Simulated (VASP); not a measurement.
# GaAs (F-43m) in VASP: further runs

GaAs is run at these levels: LDA; tasks: vibrations by perturbation theory.

Everything below comes from runs of VASP 6.6.1. Logs are shortened: lines on timing, memory, paths and dates and some standing lists are left out, and cuts for length are marked.

**1. The cell of the first run**

It takes space group F-43m (No. 216, cubic). The conventional cell has a = 5.566 Å, b = 5.566 Å, c = 5.566 Å, α = 90.00°, β = 90.00°, γ = 90.00°. Ga (site symmetry -43m) has 4 As at 2.41 Å within 3.2 Å. Within 3.2 Å of As (site symmetry -43m) lie 4 Ga at 2.41 Å.

**2. Vibrations by perturbation theory, LDA (21.55 Å³/atom)**

The input, INCAR:

```
SYSTEM = GaAs
ALGO = Normal ; EDIFF = 1E-8
ENCUT = 520 ; IBRION = 8
ISIF = 2 ; ISMEAR = 0
LASPH = .TRUE. ; LCHARG = .TRUE.
LEPSILON = .TRUE. ; LREAL = .FALSE.
LWAVE = .FALSE. ; NBANDS = 16
NELM = 80 ; NSW = 1
PREC = Accurate ; SIGMA = 0.01
```

The input, KPOINTS:

```
k-points
0
G
  12 12 12
  0 0 0
```

The input, POSCAR:

```
GaAs
1.0
    0.0000000000      2.7827717831      2.7827717831
    2.7827717831      0.0000000000      2.7827717831
    2.7827717831      2.7827717831      0.0000000000
Ga As
1 1
Direct
    0.0000000000      0.0000000000      0.0000000000
    0.7500000000      0.7500000000      0.7500000000
```

Potentials or basis: VASP PAW LDA potentials, release 64 (Ga_d, As).

Run with:

```
> cat potpaw_LDA.64/Ga_d/POTCAR potpaw_LDA.64/As/POTCAR > POTCAR
> mpirun -np 1 vasp_std > vasp.out
```

OUTCAR:

```text
SYSTEM = GaAs
   EDIFF = 1E-8
   ENCUT = 520
   IBRION = 8
   ISIF = 2
   ISMEAR = 0
   LASPH = .TRUE.
   LEPSILON = .TRUE.
   LREAL = .FALSE.
   NELM = 80
   NSW = 1
   PREC = Accurate

 ion  position               nearest neighbor table
   1  0.000  0.000  0.000-   2 2.41   2 2.41   2 2.41   2 2.41
   2  0.750  0.750  0.750-   1 2.41   1 2.41   1 2.41   1 2.41

  LATTYP: Found a face centered cubic cell.
 ALAT       =     5.5655435662

  Lattice vectors:

 A1 = (   0.0000000000,   2.7827717831,   2.7827717831)
 A2 = (   2.7827717831,   0.0000000000,   2.7827717831)
 A3 = (   2.7827717831,   2.7827717831,   0.0000000000)

Analysis of symmetry for initial positions (statically):
=====================================================================
 Subroutine PRICEL returns:
 Original cell was already a primitive cell.

 Routine SETGRP: Setting up the symmetry group for a
 face centered cubic supercell.

 Subroutine GETGRP returns: Found 24 space group operations
 (whereof 24 operations were pure point group operations)
 out of a pool of 48 trial point group operations.

The static configuration has the point symmetry T_d .

Analysis of symmetry for dynamics (positions and initial velocities):
=====================================================================
 Subroutine PRICEL returns:
 Original cell was already a primitive cell.

 Routine SETGRP: Setting up the symmetry group for a
 face centered cubic supercell.

 Subroutine GETGRP returns: Found 24 space group operations
 (whereof 24 operations were pure point group operations)
 out of a pool of 48 trial point group operations.

The dynamic configuration has the point symmetry T_d .

 Subroutine INISYM returns: Found 24 space group operations
 (whereof 24 operations are pure point group operations),
 and found     1 'primitive' translations

----------------------------------------------------------------------------------------

                                     Primitive cell

  volume of cell :      43.0986

  direct lattice vectors                    reciprocal lattice vectors
     0.000000000  2.782771783  2.782771783    -0.179676969  0.179676969  0.179676969
     2.782771783  0.000000000  2.782771783     0.179676969 -0.179676969  0.179676969
     2.782771783  2.782771783  0.000000000     0.179676969  0.179676969 -0.179676969

  length of vectors
     3.935433597  3.935433597  3.935433597     0.311209640  0.311209640  0.311209640

  position of ions in fractional coordinates (direct lattice)
     0.000000000  0.000000000  0.000000000
     0.750000000  0.750000000  0.750000000

  ion indices of the primitive-cell ions
   primitive index   ion index
                 1           1
                 2           2

----------------------------------------------------------------------------------------

 KPOINTS: k-points

Automatic generation of k-mesh.
 Grid dimensions read from file:
 generate k-points for:   12   12   12

 Generating k-lattice:

  Cartesian coordinates                     Fractional coordinates (reciprocal lattice)
    -0.014973081  0.014973081  0.014973081     0.083333333  0.000000000  0.000000000
     0.014973081 -0.014973081  0.014973081     0.000000000  0.083333333  0.000000000
     0.014973081  0.014973081 -0.014973081     0.000000000  0.000000000  0.083333333

  Length of vectors
     0.025934137  0.025934137  0.025934137

  Shift w.r.t. Gamma in fractional coordinates (k-lattice)
     0.000000000  0.000000000  0.000000000

 Subroutine IBZKPT returns following result:
 ===========================================

 Found     72 irreducible k-points:

 Following reciprocal coordinates:
[... 562 lines left out ...]
  energy-cutoff  :      520.00
  volume of cell :       43.10
      direct lattice vectors                 reciprocal lattice vectors
     0.000000000  2.782771783  2.782771783    -0.179676969  0.179676969  0.179676969
     2.782771783  0.000000000  2.782771783     0.179676969 -0.179676969  0.179676969
     2.782771783  2.782771783  0.000000000     0.179676969  0.179676969 -0.179676969

 POSITION                                       TOTAL-FORCE (eV/Angst)
 -----------------------------------------------------------------------------------
      0.00000      0.00000      0.00000        -0.000000     -0.000000     -0.000000
      4.17416      4.17416      4.17416         0.000000      0.000000      0.000000
 -----------------------------------------------------------------------------------
    total drift:                                0.000000      0.000000      0.000000

  FREE ENERGIE OF THE ION-ELECTRON SYSTEM (eV)
  ---------------------------------------------------
  free  energy   TOTEN  =        -9.6358691745 eV

  energy  without entropy=       -9.6358691745  energy(sigma->0) =       -9.63586917

 HEAD OF MICROSCOPIC STATIC DIELECTRIC TENSOR (INDEPENDENT PARTICLE, excluding Hartree and local field effects)
 ------------------------------------------------------
          15.850584     0.000000     0.000000
           0.000000    15.850584     0.000000
          -0.000000    -0.000000    15.850584
 ------------------------------------------------------

 Free energy of the ion-electron system (eV)
  ---------------------------------------------------
  ---------------------------------------------------
  free energy    TOTEN  =        -1.76760896 eV

  energy without entropy =       -1.76760896

------------------------ aborting loop because EDIFF is reached ----------------------------------------

--------------------------------------- Ionic step        2  -------------------------------------------

------------------------ aborting loop because EDIFF is reached ----------------------------------------

--------------------------------------- Ionic step        3  -------------------------------------------

------------------------ aborting loop because EDIFF is reached ----------------------------------------

 PIEZOELECTRIC TENSOR FIELD DIRECTION 3  (e Angst)
 -----------------------------------------------------------------------------
    -0.00041  2.12683  0.00000           (  0.00000  0.01792  0.00000)
     2.12683 -0.00041  0.00000           (  0.01792  0.00000  0.00000)
     0.00000  0.00000 -0.00137           (  0.00000  0.00000  0.00000)

 PIEZOELECTRIC TENSOR FIELD DIRECTION 3  (C/m^2)
 -----------------------------------------------------------------------------
    -0.00015  0.79064  0.00000
     0.79064 -0.00015  0.00000
     0.00000  0.00000 -0.00051

--------------------------------------- Ionic step        4  -------------------------------------------

------------------------ aborting loop because EDIFF is reached ----------------------------------------

[... ionic steps 5 to 6 ...]

--------------------------------------- Ionic step        7  -------------------------------------------

 Free energy of the ion-electron system (eV)
  ---------------------------------------------------
  ---------------------------------------------------
  free energy    TOTEN  =        -0.04453677 eV

  energy without entropy =       -0.04453677

------------------------ aborting loop because EDIFF is reached ----------------------------------------

 INTERNAL STRAIN TENSOR  FOR ION    2  DIRECTION 1   (eV/Angst):
 -----------------------------------------------------------------------------
    -0.00573  0.00000  0.00000
     0.00000  0.00424  8.25741
     0.00000  8.25741  0.00424

 MACROSCOPIC STATIC DIELECTRIC TENSOR (including local field effects in DFT)
 ------------------------------------------------------
          15.127606    -0.000000    -0.000000
          -0.000000    15.127606    -0.000000
          -0.000000     0.000000    15.127606
 ------------------------------------------------------

 PIEZOELECTRIC TENSOR (including local field effects)  for field in x, y, z        (e  Angst)
          XX          YY          ZZ          XY          YZ          ZX
  --------------------------------------------------------------------------------
  x    -0.00000     0.00000    -0.00000     0.00000     2.13248     0.00000
  y     0.00000     0.00000     0.00000     0.00000     0.00000     2.13248
  z     0.00000     0.00000    -0.00000     2.13248     0.00000     0.00000

 PIEZOELECTRIC TENSOR (including local field effects)  for field in x, y, z        (C/m^2)
          XX          YY          ZZ          XY          YZ          ZX
  --------------------------------------------------------------------------------
  x    -0.00000     0.00000    -0.00000     0.00000     0.79274     0.00000
  y     0.00000     0.00000     0.00000     0.00000     0.00000     0.79274
  z     0.00000     0.00000    -0.00000     0.79274     0.00000     0.00000

 BORN EFFECTIVE CHARGES (including local field effects) (in |e|, cummulative output)
 ---------------------------------------------------------------------------------
 ion    1
    1     2.03200     0.00000    -0.00000
    2     0.00000     2.03200    -0.00000
    3     0.00000     0.00000     2.03200
 ion    2
    1    -2.03200     0.00000     0.00000
    2     0.00000    -2.03200     0.00000
    3    -0.00000    -0.00000    -2.03200

 INTERNAL STRAIN TENSOR FOR ION    2 for displacements in x,y,z  (eV/Angst):
          X           Y           Z          XY          YZ          ZX
  --------------------------------------------------------------------------------
  x    -0.00000     0.00000     0.00000     0.00000     8.25741     0.00000
  y    -0.00000     0.00000    -0.00000     0.00000     0.00000     8.25741
  z     0.00000     0.00000    -0.00000     8.25741     0.00000     0.00000

 SECOND DERIVATIVES (NOT SYMMETRIZED)
 ------------------------------------
               1X          1Y          1Z          2X          2Y          2Z
  1X   -10.243687    0.000000    0.000000   10.243687    0.000000    0.000000
  1Y     0.000000  -10.243687    0.000000    0.000000   10.243687    0.000000
  1Z     0.000000    0.000000  -10.243687    0.000000    0.000000   10.243687
  2X    10.209370    0.000000    0.000000  -10.209370    0.000000    0.000000
  2Y     0.000000   10.209370    0.000000    0.000000  -10.209370    0.000000
  2Z     0.000000    0.000000   10.209370    0.000000    0.000000  -10.209370

 Eigenvectors and eigenvalues of the dynamical matrix
 ----------------------------------------------------

   1 f  =    8.319306 THz    52.271740 2PiTHz  277.502173 cm-1    34.405869 meV
             X         Y         Z           dx          dy          dz
      0.000000  0.000000  0.000000     0.000000    0.720284    0.000000
      4.174158  4.174158  4.174158     0.000000   -0.693679    0.000000
[... 21 lines left out ...]
   6 f/i=    0.006974 THz     0.043821 2PiTHz    0.232641 cm-1     0.028844 meV
             X         Y         Z           dx          dy          dz
      0.000000  0.000000  0.000000     0.000000    0.000000   -0.693679
      4.174158  4.174158  4.174158     0.000000    0.000000   -0.720284

--------------------------------------------------------------------------------------------------------

 MACROSCOPIC STATIC DIELECTRIC TENSOR IONIC CONTRIBUTION
 ------------------------------------------------------
           1.695206     0.000000    -0.000000
           0.000000     1.695206    -0.000000
          -0.000000    -0.000000     1.695206
 ------------------------------------------------------

 ELASTIC MODULI CONTR FROM IONIC RELAXATION (kBar)
 Direction    XX          YY          ZZ          XY          YZ          ZX
 --------------------------------------------------------------------------------
 XX          -0.0000      0.0000      0.0000     -0.0000      0.0000      0.0000
 YY           0.0000     -0.0000      0.0000     -0.0000     -0.0000     -0.0000
 ZZ           0.0000      0.0000     -0.0000      0.0000     -0.0000      0.0000
 XY          -0.0000     -0.0000      0.0000   -245.8054      0.0000      0.0000
 YZ           0.0000     -0.0000     -0.0000      0.0000   -245.8054      0.0000
 ZX           0.0000     -0.0000      0.0000      0.0000      0.0000   -245.8054
 --------------------------------------------------------------------------------

 PIEZOELECTRIC TENSOR IONIC CONTR  for field in x, y, z        (C/m^2)
          XX          YY          ZZ          XY          YZ          ZX
  --------------------------------------------------------------------------------
  x     0.00000    -0.00000    -0.00000     0.00000    -0.60741     0.00000
  y     0.00000    -0.00000     0.00000     0.00000     0.00000    -0.60741
  z    -0.00000    -0.00000     0.00000    -0.60741    -0.00000    -0.00000
```

Wall time 27 min (1 thread of Intel Xeon Platinum 8259CL at 2.50GHz (Skylake/Cascade Lake), shared host); peak memory 0.54 GiB.

What came out:

* Electronic dielectric tensor (diagonal): 15.13
* Born charges (mean of the diagonal): Ga +2.03; As -2.03 e
* Highest phonon frequency at Γ, LO-TO splitting left out: 278 cm⁻¹

Phonon frequencies in cm⁻¹ (negative: imaginary):
```csv
q point,frequencies
"(0.000, 0.000, 0.000)",0 0 0 278 278 278
```

Electronic dielectric tensor:
```
15.13  0.00  0.00
 0.00 15.13  0.00
 0.00  0.00 15.13
```

Born effective charge tensors (e):
atom 1, Ga
```
2.03 0.00 0.00
0.00 2.03 0.00
0.00 0.00 2.03
```
atom 2, As
```
-2.03  0.00  0.00
 0.00 -2.03  0.00
 0.00  0.00 -2.03
```

Caveat: the cell stands under pressure or tension, which shifts response properties.

**3. Vibrations by perturbation theory, LDA**

This run uses another cell than the first one, of 21.99 Å³/atom.

The input, INCAR:

```
SYSTEM = GaAs
PREC = Accurate
ENCUT = 520
EDIFF = 1E-8
ISMEAR = 0
SIGMA = 0.01
LREAL = .False.
LASPH = .True.
NELM = 100
ALGO = Normal
ISIF = 2
LWAVE = .False.
LCHARG = .True.
NBANDS = 16
IBRION = 8
NSW = 1
LEPSILON = .True.
```

The input, KPOINTS:

```
Automatic mesh
0
Gamma
  12 12 12
  0 0 0
```

The input, POSCAR:

```
GaAs
1.0
    0.0000000000      2.8015748656      2.8015748656
    2.8015748656      0.0000000000      2.8015748656
    2.8015748656      2.8015748656      0.0000000000
Ga As
1 1
Direct
    0.0000000000      0.0000000000      0.0000000000
    0.7500000000      0.7500000000      0.7500000000
```

Potentials or basis: VASP PAW LDA potentials, release 64 (Ga_d, As).

Run with:

```
> cat potpaw_LDA.64/Ga_d/POTCAR potpaw_LDA.64/As/POTCAR > POTCAR
> mpirun -np 1 vasp_std > vasp.out
```

OUTCAR:

```text
SYSTEM = GaAs
   PREC = Accurate
   ENCUT = 520
   EDIFF = 1E-8
   ISMEAR = 0
   LREAL = .False.
   LASPH = .True.
   NELM = 100
   ISIF = 2
   IBRION = 8
   NSW = 1
   LEPSILON = .True.

 ion  position               nearest neighbor table
   1  0.000  0.000  0.000-   2 2.43   2 2.43   2 2.43   2 2.43
   2  0.750  0.750  0.750-   1 2.43   1 2.43   1 2.43   1 2.43

  LATTYP: Found a face centered cubic cell.
 ALAT       =     5.6031497312

  Lattice vectors:

 A1 = (   0.0000000000,   2.8015748656,   2.8015748656)
 A2 = (   2.8015748656,   0.0000000000,   2.8015748656)
 A3 = (   2.8015748656,   2.8015748656,   0.0000000000)

Analysis of symmetry for initial positions (statically):
=====================================================================
 Subroutine PRICEL returns:
 Original cell was already a primitive cell.

 Routine SETGRP: Setting up the symmetry group for a
 face centered cubic supercell.

[... 754 lines left out ...]
 SECOND DERIVATIVES (NOT SYMMETRIZED)
 ------------------------------------
               1X          1Y          1Z          2X          2Y          2Z
  1X    -9.774393    0.000000    0.000000    9.774393    0.000000    0.000000
  1Y     0.000000   -9.774393    0.000000    0.000000    9.774393    0.000000
  1Z     0.000000    0.000000   -9.774393    0.000000    0.000000    9.774393
  2X     9.718468    0.000000    0.000000   -9.718468    0.000000    0.000000
  2Y     0.000000    9.718468    0.000000    0.000000   -9.718468    0.000000
  2Z     0.000000    0.000000    9.718468    0.000000    0.000000   -9.718468

 Eigenvectors and eigenvalues of the dynamical matrix
 ----------------------------------------------------

   1 f  =    8.121857 THz    51.031134 2PiTHz  270.915998 cm-1    33.589288 meV
             X         Y         Z           dx          dy          dz
      0.000000  0.000000  0.000000     0.720697    0.000000    0.000000
      4.202362  4.202362  4.202362    -0.693250    0.000000    0.000000
[... 21 lines left out ...]
   6 f/i=    0.011642 THz     0.073148 2PiTHz    0.388332 cm-1     0.048147 meV
             X         Y         Z           dx          dy          dz
      0.000000  0.000000  0.000000     0.353526    0.058074    0.593500
      4.202362  4.202362  4.202362     0.367522    0.060373    0.616998

--------------------------------------------------------------------------------------------------------

 MACROSCOPIC STATIC DIELECTRIC TENSOR IONIC CONTRIBUTION
 ------------------------------------------------------
           1.824007     0.000000    -0.000000
           0.000000     1.824007    -0.000000
          -0.000000    -0.000000     1.824007
 ------------------------------------------------------

 ELASTIC MODULI CONTR FROM IONIC RELAXATION (kBar)
 Direction    XX          YY          ZZ          XY          YZ          ZX
 --------------------------------------------------------------------------------
 XX          -0.0000      0.0000      0.0000     -0.0000      0.0000      0.0000
 YY           0.0000     -0.0000      0.0000     -0.0000     -0.0000     -0.0000
 ZZ           0.0000      0.0000     -0.0000      0.0000     -0.0000      0.0000
 XY          -0.0000     -0.0000      0.0000   -206.0588      0.0000      0.0000
 YZ           0.0000     -0.0000     -0.0000      0.0000   -206.0588      0.0000
 ZX           0.0000     -0.0000      0.0000      0.0000      0.0000   -206.0588
 --------------------------------------------------------------------------------

 PIEZOELECTRIC TENSOR IONIC CONTR  for field in x, y, z        (C/m^2)
          XX          YY          ZZ          XY          YZ          ZX
  --------------------------------------------------------------------------------
  x     0.00000    -0.00000    -0.00000     0.00000    -0.57687     0.00000
  y     0.00000    -0.00000     0.00000     0.00000     0.00000    -0.57687
  z    -0.00000    -0.00000     0.00000    -0.57687     0.00000     0.00000
```

OSZICAR:

```text
N       E                     dE             d eps       ncg     rms          rms(c)
DAV:   1     0.841297451579E+02    0.84130E+02   -0.89344E+03  2344   0.154E+03
DAV:   2    -0.313673578263E+01   -0.87266E+02   -0.83093E+02  2656   0.315E+02
DAV:   3    -0.977352252659E+01   -0.66368E+01   -0.66155E+01  2824   0.670E+01
DAV:   4    -0.987522416018E+01   -0.10170E+00   -0.10169E+00  2840   0.923E+00
[... 189 lines left out ...]
RMM:   7    -0.445298637145E-01    0.27854E-06   -0.15515E-08 18542   0.170E-03    0.283E-04
RMM:   8    -0.445287819864E-01    0.10817E-05    0.13549E-08 18144   0.634E-04    0.412E-05
RMM:   9    -0.445287214857E-01    0.60501E-07   -0.13289E-08 19122   0.226E-04    0.130E-05
RMM:  10    -0.445286538313E-01    0.67654E-07   -0.14285E-09 18238   0.877E-05    0.522E-06
RMM:  11    -0.445286456866E-01    0.81447E-08    0.83182E-10 18118   0.334E-05    0.151E-06
 Linear response finished
```

Wall time 28 min (1 thread of Intel Xeon Platinum 8259CL at 2.50GHz (Skylake/Cascade Lake), shared host); peak memory 0.56 GiB.

What came out:

```yaml
Electronic_dielectric_tensor_diagonal: 17.63
Born_charges_mean_of_the_diagonal: Ga +2.08; As -2.08 e
Highest_phonon_frequency_at_Γ_LO-TO_splitting_left_out: 271 cm⁻¹
```

Phonon frequencies in cm⁻¹ (negative: imaginary):
```csv
q point,frequencies
"(0.000, 0.000, 0.000)",0 0 0 271 271 271
```

Electronic dielectric tensor:
```
17.63  0.00  0.00
 0.00 17.63  0.00
 0.00  0.00 17.63
```

Born effective charge tensors (e):
atom 1, Ga
```
2.08 0.00 0.00
0.00 2.08 0.00
0.00 0.00 2.08
```
atom 2, As
```
-2.08  0.00  0.00
 0.00 -2.08  0.00
 0.00  0.00 -2.08
```

[end of part 1 of 2]
